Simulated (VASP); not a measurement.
# TiSi16 (a cell with a defect) in VASP: relaxation of the atoms with PBE

Aim: the relaxation of the atoms of TiSi16 (a cell with a defect) with PBE.

Program: VASP 6.6.1. These are calculated values, not measurements. Logs are shortened: lines on timing, memory, paths and dates and some standing lists are left out, and cuts for length are marked.

**1. The cell of the first run**

The cell holds a defect, 17 atoms: a = 7.679 Å, b = 7.679 Å, c = 7.679 Å, α = 60.00°, β = 60.00°, γ = 60.00°.

**2. Relaxation of the atoms, PBE**

INCAR reads:

```
  PREC = Accurate
  ENCUT = 520
  EDIFF = 1E-6
  ISMEAR = 0
  SIGMA = 0.02
  LREAL = Auto
  LASPH = T
  NELM = 100
  ALGO = Normal
  ISIF = 2
  LWAVE = F
  LCHARG = F
  GGA = PE
  IBRION = 2
  NSW = 80
  EDIFFG = -0.03
```

KPOINTS reads:

```
regular mesh
0
Gamma
  2 2 2
```

POSCAR reads:

```
TiSi16
1.0
    0.0000000000      5.4300000000      5.4300000000
    5.4300000000      0.0000000000      5.4300000000
    5.4300000000      5.4300000000      0.0000000000
Si Ti
16 1
Direct
    0.0000000000      0.0000000000      0.0000000000
    0.1250000000      0.1250000000      0.1250000000
    0.0000000000      0.0000000000      0.5000000000
    0.1250000000      0.1250000000      0.6250000000
    0.0000000000      0.5000000000      0.0000000000
    0.1250000000      0.6250000000      0.1250000000
    0.0000000000      0.5000000000      0.5000000000
    0.1250000000      0.6250000000      0.6250000000
    0.5000000000      0.0000000000      0.0000000000
    0.6250000000      0.1250000000      0.1250000000
    0.5000000000      0.0000000000      0.5000000000
    0.6250000000      0.1250000000      0.6250000000
    0.5000000000      0.5000000000      0.0000000000
    0.6250000000      0.6250000000      0.1250000000
    0.5000000000      0.5000000000      0.5000000000
    0.6250000000      0.6250000000      0.6250000000
    0.2597590000      0.7442539000      0.7436589000
```

Potentials or basis: VASP PAW PBE potentials, release 64 (Si, Ti_sv).

Launch:

```
$ cat potpaw_PBE.64/Si/POTCAR potpaw_PBE.64/Ti_sv/POTCAR > POTCAR
$ mpirun -np 1 vasp_std > vasp.out
```

OUTCAR:

```text
PREC = Accurate
   ENCUT = 520
   EDIFF = 1E-6
   ISMEAR = 0
   LREAL = Auto
   LASPH = T
   NELM = 100
   ISIF = 2
   GGA = PE
   IBRION = 2
   NSW = 80
   EDIFFG = -0.03

 ion  position               nearest neighbor table
   1  0.000  0.000  0.000-   2 2.35   4 2.35   6 2.35  10 2.35  17 2.78
   2  0.125  0.125  0.125-   1 2.35   3 2.35   5 2.35   9 2.35
   3  0.000  0.000  0.500-   2 2.35   4 2.35   8 2.35  12 2.35  17 2.73
   4  0.125  0.125  0.625-   1 2.35   3 2.35   7 2.35  11 2.35  17 2.39
   5  0.000  0.500  0.000-   2 2.35   6 2.35   8 2.35  14 2.35  17 2.74
   6  0.125  0.625  0.125-   1 2.35   5 2.35   7 2.35  13 2.35  17 2.39
   7  0.000  0.500  0.500-   4 2.35   6 2.35   8 2.35  16 2.35
   8  0.125  0.625  0.625-  17 2.34   5 2.35   7 2.35  15 2.35   3 2.35
   9  0.500  0.000  0.000-   2 2.35  10 2.35  12 2.35  14 2.35
  10  0.625  0.125  0.125-   1 2.35   9 2.35  11 2.35  13 2.35
  11  0.500  0.000  0.500-   4 2.35  10 2.35  12 2.35  16 2.35  17 2.69
  12  0.625  0.125  0.625-   3 2.35   9 2.35  11 2.35  15 2.35
  13  0.500  0.500  0.000-   6 2.35  10 2.35  14 2.35  16 2.35  17 2.70
  14  0.625  0.625  0.125-   5 2.35   9 2.35  13 2.35  15 2.35
  15  0.500  0.500  0.500-   8 2.35  12 2.35  14 2.35  16 2.35  17 2.65
  16  0.625  0.625  0.625-  17 2.29  11 2.35  13 2.35  15 2.35   7 2.35
  17  0.260  0.744  0.744-  16 2.29   8 2.34   4 2.39   6 2.39  15 2.65  11 2.69  13 2.70   3 2.73
                             5 2.74   1 2.78

  LATTYP: Found a face centered cubic cell.
 ALAT       =    10.8600000000

  Lattice vectors:

 A1 = (   0.0000000000,   5.4300000000,   5.4300000000)
 A2 = (   5.4300000000,   0.0000000000,   5.4300000000)
 A3 = (   5.4300000000,   5.4300000000,   0.0000000000)

Analysis of symmetry for initial positions (statically):
=====================================================================
 Subroutine PRICEL returns:
 Original cell was already a primitive cell.

 Routine SETGRP: Setting up the symmetry group for a
 face centered cubic supercell.

 Subroutine GETGRP returns: Found  1 space group operations
 (whereof  1 operations were pure point group operations)
 out of a pool of 48 trial point group operations.

The static configuration has the point symmetry C_1 .

Analysis of symmetry for dynamics (positions and initial velocities):
=====================================================================
 Subroutine PRICEL returns:
 Original cell was already a primitive cell.

 Routine SETGRP: Setting up the symmetry group for a
 face centered cubic supercell.

 Subroutine GETGRP returns: Found  1 space group operations
 (whereof  1 operations were pure point group operations)
 out of a pool of 48 trial point group operations.

The dynamic configuration has the point symmetry C_1 .

 Subroutine INISYM returns: Found  1 space group operations
 (whereof  1 operations are pure point group operations),
 and found     1 'primitive' translations

----------------------------------------------------------------------------------------

                                     Primitive cell

  volume of cell :     320.2060

  direct lattice vectors                    reciprocal lattice vectors
     0.000000000  5.430000000  5.430000000    -0.092081031  0.092081031  0.092081031
     5.430000000  0.000000000  5.430000000     0.092081031 -0.092081031  0.092081031
     5.430000000  5.430000000  0.000000000     0.092081031  0.092081031 -0.092081031

  length of vectors
     7.679179644  7.679179644  7.679179644     0.159489025  0.159489025  0.159489025

  position of ions in fractional coordinates (direct lattice)
     0.000000000  0.000000000  0.000000000
     0.125000000  0.125000000  0.125000000
     0.000000000  0.000000000  0.500000000
     0.125000000  0.125000000  0.625000000
     0.000000000  0.500000000  0.000000000
     0.125000000  0.625000000  0.125000000
[... 9 lines left out ...]
     0.625000000  0.625000000  0.625000000
     0.259759000  0.744253900  0.743658900

  ion indices of the primitive-cell ions
   primitive index   ion index
                 1           1
                 2           2
                 3           3
                 4           4
                 5           5
                 6           6
[... 9 lines left out ...]
                16          16
                17          17

----------------------------------------------------------------------------------------

 KPOINTS: regular mesh

Automatic generation of k-mesh.
 Grid dimensions read from file:
 generate k-points for:    2    2    2

 Generating k-lattice:

  Cartesian coordinates                     Fractional coordinates (reciprocal lattice)
    -0.046040516  0.046040516  0.046040516     0.500000000  0.000000000  0.000000000
     0.046040516 -0.046040516  0.046040516     0.000000000  0.500000000  0.000000000
     0.046040516  0.046040516 -0.046040516     0.000000000  0.000000000  0.500000000

  Length of vectors
     0.079744512  0.079744512  0.079744512

  Shift w.r.t. Gamma in fractional coordinates (k-lattice)
     0.000000000  0.000000000  0.000000000

 Subroutine IBZKPT returns following result:
 ===========================================

 Found      8 irreducible k-points:

 Following reciprocal coordinates:
            Coordinates               Weight
  0.000000  0.000000  0.000000      1.000000
  0.500000  0.000000  0.000000      1.000000
  0.000000  0.500000  0.000000      1.000000
  0.000000  0.000000  0.500000      1.000000
  0.500000  0.500000  0.500000      1.000000
  0.500000  0.500000  0.000000      1.000000
  0.000000  0.500000  0.500000      1.000000
  0.500000  0.000000  0.500000      1.000000
   k-points           NKPTS =      8   k-points in BZ     NKDIM =      8   number of bands    NBANDS=     47
   number of dos      NEDOS =    301   number of ions     NIONS =     17
   total plane-waves  NPLWV = 216000
   dimension x,y,z NGX =    60 NGY =   60 NGZ =   60
   dimension x,y,z NGXF=   120 NGYF=  120 NGZF=  120
   ions per type =              16   1
   NGX,Y,Z   is equivalent  to a cutoff of  12.99, 12.99, 12.99 a.u.
   NGXF,Y,Z  is equivalent  to a cutoff of  25.98, 25.98, 25.98 a.u.
 SYSTEM =  unknown system
   PREC   = accura    normal or accurate (medium, high low for compatibility)
   ISTART =      0    job   : 0-new  1-cont  2-samecut
   ICHARG =      2    charge: 1-file 2-atom 10-const
   ISPIN  =      1    spin polarized calculation?
   LNONCOLLINEAR =      F non collinear calculations
   LSORBIT =      F    spin-orbit coupling
   LASPH  =      T    aspherical Exc in radial PAW
   ENCUT  =  520.0 eV  38.22 Ry    6.18 a.u.  14.28 14.28 14.28*2*pi/ulx,y,z
   NELM   =    100;   NELMIN=  2; NELMDL= -5     # of ELM steps
   EDIFF  = 0.1E-05   stopping-criterion for ELM
   LREAL  =      T    real-space projection
   EDIFFG = -.3E-01   stopping-criterion for IOM
   NSW    =     80    number of steps for IOM
   IBRION =      2    ionic relax: 0-MD 1-quasi-New 2-CG
   NFREE  =      1    steps in history (QN), initial steepest desc. (CG)
   ISIF   =      2    stress and relaxation
   ISYM   =      2    0-nonsym 1-usesym 2-fastsym
   POTIM  = 0.5000    time-step for ionic-motion
   TEBEG  =    0.0;   TEEND  =   0.0 temperature during run
   PSTRESS=    0.0 pullay stress
   NELECT =      76.0000    total number of electrons
   NUPDOWN=      -1.0000    fix difference up-down
   EMIN   =  10.00;   EMAX   =-10.00  energy-range for DOS
   EFERMI =   0.00;   METHOD = LEGACY
   ISMEAR =     0;   SIGMA  =   0.02  broadening in eV -4-tet -1-fermi 0-gaus
   EFERMI_NEDOS =   21; number of points for ismear=-14 and -15
   IALGO  =     38    algorithm
   IMIX   =      4    mixing-type and parameters
     AMIX     =   0.40;   BMIX     =  1.00
     AMIX_MAG =   1.60;   BMIX_MAG =  1.00
  volume/ion in A,a.u.               =      18.84       127.11
  Fermi-wavevector in a.u.,A,eV,Ry     =   1.013607  1.915439 13.978610  1.027399
  Thomas-Fermi vector in A             =   2.146786
   LORBIT       =      0    0 simple, 1 ext, 2 COOP (PROOUT), +10 PAW based schemes
   GGA     = PE    functional components
   LHFCALC =     F    Hartree Fock is set to
   AEXX    =    0.0000 exact exchange contribution
   IVDW    =     0    specifies the selected vdW correction
   LEPSILON=     F    determine dielectric tensor
   LRPA    =     F    only Hartree local field effects (RPA)
 conjugate gradient relaxation of ions
 non-spin polarized calculation
 Gauss-broadening in eV      SIGMA  =   0.02
  energy-cutoff  :      520.00
  volume of cell :      320.21
 maximum number of plane-waves:      8646
 NGX is ok and might be reduce to    60
   NGX = 29   NGY = 29   NGZ = 29

--------------------------------------- Ionic step        1  -------------------------------------------

 number of electron      76.0000004 magnetization

 Free energy of the ion-electron system (eV)
  ---------------------------------------------------
  ext. energy  EPLUGINS =         0.00000000
  ---------------------------------------------------
  free energy    TOTEN  =       -91.77220730 eV

  energy without entropy =      -91.75783854  energy(sigma->0) =      -91.76502292

------------------------ aborting loop because EDIFF is reached ----------------------------------------

  FORCE on cell =-STRESS in cart. coord.  units (eV):
  Direction    XX          YY          ZZ          XY          YZ          ZX
  --------------------------------------------------------------------------------------
  -------------------------------------------------------------------------------------
  Total        9.8894647      9.9844950      9.9819009     -0.2384456      0.8465127     -0.1930683
  in kB       49.4827562     49.9582484     49.9452685     -1.1930821      4.2355965     -0.9660334
  external PRESSURE =      49.7954244 kB  Pullay stress =       0.0000000 kB
[... 342 lines left out ...]
  energy  without entropy=      -92.1967307613  energy(sigma->0) =      -92.19938253

--------------------------------------- Ionic step        8  -------------------------------------------

 number of electron      75.9999998 magnetization

 Free energy of the ion-electron system (eV)
  ---------------------------------------------------
  ext. energy  EPLUGINS =         0.00000000
  ---------------------------------------------------
  free energy    TOTEN  =       -92.20225132 eV

  energy without entropy =      -92.19704061  energy(sigma->0) =      -92.19964597

 E-fermi :   6.9438     XC(G=0):  -9.7514

 val. band max:        6.8924783415   @ k =   0.0000   0.5000   0.5000
 cond. band min:       6.9528943080   @ k =   0.0000   0.5000   0.0000
 fundamental gap:      0.0604159666
 Fermi energy:         6.9438318949

 k-point     1 :       0.0000    0.0000    0.0000
  band No.  band energies     occupation
      1     -49.8834      2.00000
      2     -26.2652      2.00000
      3     -26.2557      2.00000
      4     -26.2450      2.00000
      5      -5.7204      2.00000
      6      -3.5126      2.00000
[... 433 lines left out ...]
  FREE ENERGIE OF THE ION-ELECTRON SYSTEM (eV)
  ---------------------------------------------------
  free  energy   TOTEN  =       -92.2022513244 eV

  energy  without entropy=      -92.1970406075  energy(sigma->0) =      -92.19964597

 reached required accuracy - stopping structural energy minimisation
```

Wall time 26 min (1 thread of Intel Xeon Platinum 8488C (Sapphire Rapids), shared host); peak memory 0.56 GiB.

What came out:

| Property | Result |
| --- | --- |
| Free energy | -92.2023 eV |
| Energy gained by relaxing | 25.3 meV/atom |
| Ionic steps | 8 |
| Pressure after relaxing | 4.0 GPa |
| Largest force after relaxing | 0.020 eV/Å |
| Band gap on the k mesh | zero (bands 38 and 39 overlap by 0.42 eV) |

Forces on the atoms (eV/Å):
```
Si   0.005 -0.002 -0.001
Si   0.006 -0.002 -0.002
Si  -0.004  0.000 -0.010
Si   0.002 -0.007  0.005
Si  -0.005 -0.010  0.000
Si   0.003  0.005 -0.007
Si  -0.019  0.005  0.006
Si   0.002 -0.003 -0.003
Si   0.004 -0.001 -0.001
Si   0.008  0.001  0.000
Si  -0.011  0.013 -0.005
Si   0.002 -0.008  0.004
Si  -0.011 -0.005  0.013
Si   0.003  0.004 -0.008
Si   0.018  0.005  0.006
Si  -0.001  0.004  0.004
Ti  -0.001  0.002 -0.003
```

The path:
```
step  energy change (eV)  largest force (eV/Å)  pressure (GPa)
   1              0.0000                2.3873            4.98
   2             -0.4112                0.7489            3.99
   3             -0.4148                0.4890            4.03
   4             -0.4264                0.2299            4.00
   5             -0.4279                0.1057            4.00
   6             -0.4297                0.0521            4.02
   7             -0.4298                0.0362            4.02
   8             -0.4300                0.0201            4.02
```

Final structure:
```
Si Ti
1.0
     0.00000    5.43000    5.43000
     5.43000    0.00000    5.43000
     5.43000    5.43000    0.00000
Si Ti
16 1
Direct
  0.99702 0.00304 0.00298
  0.12943 0.12344 0.12342
  0.99689 0.00266 0.49680
  0.12130 0.13638 0.62109
  0.99690 0.49681 0.00262
  0.12136 0.62113 0.13625
  0.00213 0.49870 0.49856
  0.12057 0.62068 0.62068
  0.49984 0.00011 0.00013
  0.62392 0.12331 0.12329
  0.50417 0.00233 0.49674
  0.62379 0.12311 0.62962
  0.50420 0.49674 0.00229
  0.62380 0.62961 0.12311
  0.50371 0.49671 0.49671
  0.63938 0.62027 0.62028
  0.25136 0.74922 0.74910
```

Caveat: the k points lie up to 0.50 Å⁻¹ apart.

The gap in the log of VASP goes by the Fermi energy; the results here count the filled bands.